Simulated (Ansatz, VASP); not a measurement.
**PbSe: VASP beside Ansatz**

```xyz
2
Lattice="0.0000 3.0009 3.0621 3.0009 0.0000 3.0621 3.0009 3.0009 0.0000" Properties=species:S:1:pos:R:3 pbc="T T T"
Pb    0.0000    0.0000    0.0000
Se    3.0009    3.0009    3.0621
```

Change from the starting cell: equal xx and yy strain of -2 %.

Alike in both runs: task single point; functional PBEsol; k mesh 9 × 9 × 9; occupations fermi-dirac, width 0.01 eV; no spin polarisation.

|  | VASP | Ansatz |
| --- | --- | --- |
| version | VASP 6.6.1 | Ansatz 0.2.0 |
| potentials or method | VASP PAW PBE potentials, release 64 (Pb_d, Se), cutoff 520 eV | all-electron LAPW, scalar-relativistic |

|  | VASP | Ansatz | Ansatz less VASP |
| --- | --- | --- | --- |
| gap on the k mesh at the Fermi level (eV) | 0.61 | 0.61 | 0.000 |
| pressure (GPa) | 1.7 | 1.7 | +0.01 |
| traceless stress, the component that is largest in VASP (GPa) | -1.88 | -1.88 | +0.008 |

VASP's potentials were made for PBE, not for PBEsol. Ansatz ran all-electron here, and VASP with PAW potentials.

Neither program's run includes spin-orbit coupling.
